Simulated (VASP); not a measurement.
# Ti4C3 (Pm-3m) in VASP: further runs

Runs on Ti4C3. Level: PBE. Tasks: single point.

All numbers are computed with VASP 6.6.1; they aren't measurements. Logs are shortened: lines on timing, memory, paths and dates and some standing lists are left out, and cuts for length are marked.

## 1. The cell of the first run

It takes space group Pm-3m (No. 221, cubic). Conventional cell: a = 4.309 Å, b = 4.309 Å, c = 4.309 Å, α = 90.00°, β = 90.00°, γ = 90.00°. Within 2.9 Å of Ti (site symmetry m-3m) lie 6 C at 2.15 Å. Ti (site symmetry 4/mmm) has 4 C at 2.15 Å within 2.9 Å. Within 2.9 Å of C (site symmetry 4/mmm) lie 6 Ti at 2.15 Å.

## 2. Single point, PBE (atoms taken out)

Input file INCAR:

```
SYSTEM = Ti4C3
PREC = Accurate ; ENCUT = 600
EDIFF = 1E-6 ; ISMEAR = 0
SIGMA = 0.2 ; LREAL = .False.
LASPH = .True. ; NELM = 120
ALGO = Normal ; ISIF = 2
LWAVE = .False. ; LCHARG = .False.
GGA = PE ; NBANDS = 39
GGA_COMPAT = .False.
```

Input file KPOINTS:

```
regular mesh
0
Gamma
  4 4 4
  0 0 0
```

Input file POSCAR:

```
Ti4C3
1.0
    4.3094986182      0.0000000000      0.0000000000
    0.0000000000      4.3094986182      0.0000000000
    0.0000000000      0.0000000000      4.3094986182
Ti C
4 3
Direct
    0.0000000000      0.0000000000      0.0000000000
    0.5000000000      0.0000000000      0.5000000000
    0.5000000000      0.5000000000      0.0000000000
    0.0000000000      0.5000000000      0.5000000000
    0.5000000000      0.0000000000      0.0000000000
    0.0000000000      0.5000000000      0.0000000000
    0.0000000000      0.0000000000      0.5000000000
```

Potentials or basis: VASP PAW PBE potentials, release 64 (Ti_sv, C).

Run with:

```console
cat potpaw_PBE.64/Ti_sv/POTCAR potpaw_PBE.64/C/POTCAR > POTCAR
mpirun -np 1 vasp_std > vasp.out
```

OUTCAR:

```text
SYSTEM = Ti4C3
   PREC = Accurate
   ENCUT = 600
   EDIFF = 1E-6
   ISMEAR = 0
   LREAL = .False.
   LASPH = .True.
   NELM = 120
   ISIF = 2
   GGA = PE

 ion  position               nearest neighbor table
   1  0.000  0.000  0.000-   5 2.15   6 2.15   7 2.15   7 2.15   6 2.15   5 2.15
   2  0.500  0.000  0.500-   5 2.15   7 2.15   5 2.15   7 2.15
   3  0.500  0.500  0.000-   5 2.15   6 2.15   5 2.15   6 2.15
   4  0.000  0.500  0.500-   6 2.15   7 2.15   6 2.15   7 2.15
   5  0.500  0.000  0.000-   1 2.15   2 2.15   3 2.15   2 2.15   3 2.15   1 2.15
   6  0.000  0.500  0.000-   1 2.15   3 2.15   4 2.15   4 2.15   1 2.15   3 2.15
   7  0.000  0.000  0.500-   1 2.15   2 2.15   4 2.15   1 2.15   4 2.15   2 2.15

  LATTYP: Found a simple cubic cell.
 ALAT       =     4.3094986182

  Lattice vectors:

 A1 = (   4.3094986182,   0.0000000000,   0.0000000000)
 A2 = (   0.0000000000,   4.3094986182,   0.0000000000)
 A3 = (   0.0000000000,   0.0000000000,   4.3094986182)

Analysis of symmetry for initial positions (statically):
=====================================================================
 Subroutine PRICEL returns:
 Original cell was already a primitive cell.

 Routine SETGRP: Setting up the symmetry group for a
 simple cubic supercell.

 Subroutine GETGRP returns: Found 48 space group operations
 (whereof 48 operations were pure point group operations)
 out of a pool of 48 trial point group operations.

The static configuration has the point symmetry O_h .

Analysis of symmetry for dynamics (positions and initial velocities):
=====================================================================
 Subroutine PRICEL returns:
 Original cell was already a primitive cell.

 Routine SETGRP: Setting up the symmetry group for a
 simple cubic supercell.

 Subroutine GETGRP returns: Found 48 space group operations
 (whereof 48 operations were pure point group operations)
 out of a pool of 48 trial point group operations.

The dynamic configuration has the point symmetry O_h .

 Subroutine INISYM returns: Found 48 space group operations
 (whereof 48 operations are pure point group operations),
 and found     1 'primitive' translations

----------------------------------------------------------------------------------------

                                     Primitive cell

[... 87 lines left out ...]
   EDIFFG = 0.1E-04   stopping-criterion for IOM
   NSW    =      0    number of steps for IOM
   IBRION =     -1    ionic relax: 0-MD 1-quasi-New 2-CG
   NFREE  =      0    steps in history (QN), initial steepest desc. (CG)
   ISIF   =      2    stress and relaxation
   ISYM   =      2    0-nonsym 1-usesym 2-fastsym
   POTIM  = 0.5000    time-step for ionic-motion
   TEBEG  =    0.0;   TEEND  =   0.0 temperature during run
   PSTRESS=    0.0 pullay stress
   NELECT =      60.0000    total number of electrons
   NUPDOWN=      -1.0000    fix difference up-down
   EMIN   =  10.00;   EMAX   =-10.00  energy-range for DOS
   EFERMI =   0.00;   METHOD = LEGACY
   ISMEAR =     0;   SIGMA  =   0.20  broadening in eV -4-tet -1-fermi 0-gaus
   EFERMI_NEDOS =   21; number of points for ismear=-14 and -15
   IALGO  =     38    algorithm
   IMIX   =      4    mixing-type and parameters
     AMIX     =   0.40;   BMIX     =  1.00
     AMIX_MAG =   1.60;   BMIX_MAG =  1.00
  volume/ion in A,a.u.               =      11.43        77.16
  Fermi-wavevector in a.u.,A,eV,Ry     =   1.487186  2.810373 30.092291  2.211721
  Thomas-Fermi vector in A             =   2.600378
   LORBIT       =      0    0 simple, 1 ext, 2 COOP (PROOUT), +10 PAW based schemes
   GGA     = PE    functional components
   LHFCALC =     F    Hartree Fock is set to
   AEXX    =    0.0000 exact exchange contribution
   IVDW    =     0    specifies the selected vdW correction
   LEPSILON=     F    determine dielectric tensor
   LRPA    =     F    only Hartree local field effects (RPA)
 non-spin polarized calculation
 Gauss-broadening in eV      SIGMA  =   0.20
  energy-cutoff  :      600.00
  volume of cell :       80.04
 maximum number of plane-waves:      2721
 NGX is ok and might be reduce to    36
   NGX = 17   NGY = 17   NGZ = 17

 number of electron      60.0000012 magnetization

 Free energy of the ion-electron system (eV)
  ---------------------------------------------------
  ext. energy  EPLUGINS =         0.00000000
  ---------------------------------------------------
  free energy    TOTEN  =       -63.98010553 eV

  energy without entropy =      -63.94797939  energy(sigma->0) =      -63.96404246

 E-fermi :   9.0379     XC(G=0): -12.2970

 val. band max:        8.9400986817   @ k =   0.5000   0.5000   0.2500
 cond. band min:       9.0893315787   @ k =   0.5000   0.5000   0.5000
 fundamental gap:      0.1492328970
 Fermi energy:         9.0378671238

 k-point     1 :       0.0000    0.0000    0.0000
  band No.  band energies     occupation
      1     -47.7710      2.00000
      2     -47.6885      2.00000
      3     -47.6885      2.00000
      4     -47.5586      2.00000
      5     -24.2126      2.00000
      6     -24.2126      2.00000
[... 409 lines left out ...]
     38      11.9657      0.00000
     39      11.9657      0.00000

------------------------ aborting loop because EDIFF is reached ----------------------------------------

  FORCE on cell =-STRESS in cart. coord.  units (eV):
  Direction    XX          YY          ZZ          XY          YZ          ZX
  --------------------------------------------------------------------------------------
  -------------------------------------------------------------------------------------
  Total        0.0493083      0.0493083      0.0493083      0.0000000      0.0000000     -0.0000000
  in kB        0.9870760      0.9870760      0.9870760      0.0000000      0.0000000     -0.0000000
  external PRESSURE =       0.9870760 kB  Pullay stress =       0.0000000 kB

 VOLUME and BASIS-vectors are now :
 -----------------------------------------------------------------------------
  energy-cutoff  :      600.00
  volume of cell :       80.04
      direct lattice vectors                 reciprocal lattice vectors
     4.309498618  0.000000000  0.000000000     0.232045555  0.000000000  0.000000000
     0.000000000  4.309498618  0.000000000     0.000000000  0.232045555  0.000000000
     0.000000000  0.000000000  4.309498618     0.000000000  0.000000000  0.232045555

 POSITION                                       TOTAL-FORCE (eV/Angst)
 -----------------------------------------------------------------------------------
      0.00000      0.00000      0.00000         0.000000      0.000000      0.000000
      2.15475      0.00000      2.15475         0.000000      0.000000      0.000000
      2.15475      2.15475      0.00000         0.000000      0.000000      0.000000
      0.00000      2.15475      2.15475         0.000000      0.000000      0.000000
      2.15475      0.00000      0.00000         0.000000      0.000000      0.000000
      0.00000      2.15475      0.00000         0.000000      0.000000      0.000000
      0.00000      0.00000      2.15475         0.000000      0.000000      0.000000
 -----------------------------------------------------------------------------------
    total drift:                                0.000000      0.000000      0.000000

  FREE ENERGIE OF THE ION-ELECTRON SYSTEM (eV)
  ---------------------------------------------------
  free  energy   TOTEN  =       -63.9801055343 eV

  energy  without entropy=      -63.9479793934  energy(sigma->0) =      -63.96404246
```

Wall time 32 s (1 thread of AMD EPYC 9R45 (Zen 5), shared host); peak memory 0.18 GiB.

What came out:

* Free energy: -63.9801 eV
* Pressure: 0.1 GPa
* Band gap on the k mesh: zero (bands 30 and 31 overlap by 1.15 eV)

Levels at points of the mesh, in eV from the Fermi level:
```
           k point  band 28  band 29  band 30  band 31  band 32  band 33
(0.00, 0.00, 0.00)    -0.20    -0.20     0.58     0.58     0.58     0.85
(0.50, 0.00, 0.00)    -0.78    -0.63    -0.57    -0.57     1.03     1.03
(0.50, 0.50, 0.00)    -2.74    -0.86    -0.48     0.54     0.54     1.95
(0.50, 0.50, 0.50)    -3.09     0.05     0.05     0.05     0.10     2.72
```

Caveat: the k points lie up to 0.36 Å⁻¹ apart, too coarse for converged energies and pressures of a metal; the cell differs from its parent crystal (atoms taken out).

## 3. Single point, PBE

Input file INCAR:

```
PREC = Accurate
ENCUT = 600
EDIFF = 1E-6
ISMEAR = 0
SIGMA = 0.2
LREAL = False
LASPH = True
NELM = 120
ALGO = Normal
ISIF = 2
LWAVE = False
LCHARG = False
GGA = PE
NBANDS = 39
GGA_COMPAT = False
```

Input file KPOINTS:

```
Automatic mesh
0
Gamma
  4 4 4
```

Input file POSCAR:

```
Ti4C3
1.0
    4.3118524004      0.0000000000      0.0000000000
    0.0000000000      4.3118524004      0.0000000000
    0.0000000000      0.0000000000      4.3118524004
Ti C
4 3
Direct
    0.5000000000      0.0000000000      0.0000000000
    0.0000000000      0.5000000000      0.0000000000
    0.0000000000      0.0000000000      0.5000000000
    0.5000000000      0.5000000000      0.5000000000
    0.0000000000      0.5000000000      0.5000000000
    0.5000000000      0.0000000000      0.5000000000
    0.5000000000      0.5000000000      0.0000000000
```

Potentials or basis: VASP PAW PBE potentials, release 64 (Ti_sv, C).

Run with:

```console
cat potpaw_PBE.64/Ti_sv/POTCAR potpaw_PBE.64/C/POTCAR > POTCAR
mpirun -np 1 vasp_std > vasp.out
```

It took 32 s on 1 thread of AMD EPYC 9R45 (Zen 5), shared host; peak memory 0.18 GiB.

The run converged. Its results:

```
Free energy            : -63.9802 eV
Pressure               : -0.3 GPa
Band gap on the k mesh : zero (bands 30 and 31 overlap by 1.15 eV)
```

Levels at points of the mesh, in eV from the Fermi level:
```tsv
k point	band 27	band 28	band 29	band 30	band 31	band 32	band 33	band 34
(0.00, 0.00, 0.00)	-0.20	-0.20	-0.20	0.58	0.58	0.58	0.85	0.85
(0.50, 0.00, 0.00)	-1.70	-0.78	-0.63	-0.57	-0.57	1.02	1.02	1.40
(0.50, 0.50, 0.00)	-2.79	-2.74	-0.86	-0.48	0.54	0.54	1.94	1.97
(0.50, 0.50, 0.50)	-3.08	-3.08	0.05	0.05	0.05	0.09	2.71	2.71
```

Caveat: the k points lie up to 0.36 Å⁻¹ apart, too coarse for converged energies and pressures of a metal.

## 4. Single point, PBE

Input file INCAR:

```
  ALGO = Normal
  EDIFF = 1E-6
  ENCUT = 600
  GGA = PE
  GGA_COMPAT = F
  ISIF = 2
  ISMEAR = 0
  LASPH = T
  LCHARG = F
  LREAL = F
  LWAVE = F
  NBANDS = 39
  NELM = 120
  PREC = Accurate
  SIGMA = 0.1
```

Input file KPOINTS:

```
k-points
0
Gamma
  4 4 4
```

Input file POSCAR:

```
Ti4C3
1.0
    4.3094260820      0.0000000000      0.0000000000
    0.0000000000      4.3094260820      0.0000000000
    0.0000000000      0.0000000000      4.3094260820
Ti C
4 3
Direct
    0.5000000000      0.5000000000      0.5000000000
    0.0000000000      0.5000000000      0.0000000000
    0.0000000000      0.0000000000      0.5000000000
    0.5000000000      0.0000000000      0.0000000000
    0.5000000000      0.0000000000      0.5000000000
    0.5000000000      0.5000000000      0.0000000000
    0.0000000000      0.5000000000      0.5000000000
```

Run with:

```console
cat potpaw_PBE.64/Ti_sv/POTCAR potpaw_PBE.64/C/POTCAR > POTCAR
mpirun -np 1 vasp_std > vasp.out
```

Wall time 32 s (1 thread of AMD EPYC 9R45 (Zen 5), shared host); peak memory 0.18 GiB.

The run converged. Its results:

```
Free energy            : -63.9701 eV
Pressure               : 0.1 GPa
Band gap on the k mesh : zero (bands 30 and 31 overlap by 1.14 eV)
```

Levels at points of the mesh, in eV from the Fermi level:
```tsv
k point	band 28	band 29	band 30	band 31	band 32	band 33
(0.00, 0.00, 0.00)	-0.18	-0.18	0.59	0.59	0.59	0.87
(0.50, 0.00, 0.00)	-0.77	-0.62	-0.55	-0.55	1.04	1.04
(0.50, 0.50, 0.00)	-2.72	-0.85	-0.47	0.55	0.55	1.96
(0.50, 0.50, 0.50)	-3.07	0.06	0.06	0.06	0.10	2.73
```

Caveat: the k points lie up to 0.36 Å⁻¹ apart, too coarse for converged energies and pressures of a metal.

## 5. Overview

```csv
cell,smearing,gap on the mesh (eV),pressure (GPa)
"a = 4.309 Å, 7 atoms",gaussian 0.2 eV,none,0.1
"a = 4.312 Å, 7 atoms",gaussian 0.2 eV,none,-0.3
"a = 4.309 Å, 7 atoms",gaussian 0.1 eV,none,0.1
```

Alike in all rows: task single point; level PBE; potentials or basis VASP PAW PBE potentials, release 64 (Ti_sv, C); no spin polarisation; k mesh 4 × 4 × 4; cutoff (eV) 600.

Caveats: all runs use coarse meshes.

Total energies depend on the potentials used, so only differences within one code and one set of settings carry meaning.
